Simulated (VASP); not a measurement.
Crystal: HfRu3.

```
CELL_PARAMETERS angstrom
3.95577 0.00000 0.00000
0.00000 3.95577 0.00000
0.00000 0.00000 3.95577
ATOMIC_POSITIONS crystal
Hf 0.00000 0.00000 0.00000
Ru 0.00000 0.50000 0.50000
Ru 0.50000 0.00000 0.50000
Ru 0.50000 0.50000 0.00000
```

Base run:

| Item | Value |
| --- | --- |
| Program | VASP 6.6.1 |
| Functional | PBEsol |
| Potentials or basis | VASP PAW PBE potentials, release 64 (Hf_pv, Ru_pv) |
| Cutoff | 520 eV |
| k mesh | 7 × 7 × 7 |
| Occupations | fermi-dirac, width 0.05 eV |
| Spin | no spin polarisation |

Its results: band gap on the k mesh zero (band 26 reaches 11.68 eV, above the bottom of band 27 at 9.04 eV); pressure -10.4 GPa.

Q: The run is repeated on the same cell with these changes: functional from PBEsol to PBE; further incar settings from ALGO = Normal; EDIFF = 1e-07; NBANDS = 34 to ALGO = Fast; EDIFF = 1e-06; NBANDS = 34. What comes out?

A: Band gap on the k mesh zero (band 26 reaches 11.83 eV, above the bottom of band 27 at 9.21 eV); pressure -2.0 GPa.

Caveats: spin-orbit coupling is left out, which moves the levels of the heavy elements; the PAW data sets were made with another functional, which shifts forces and pressure a little (some runs).
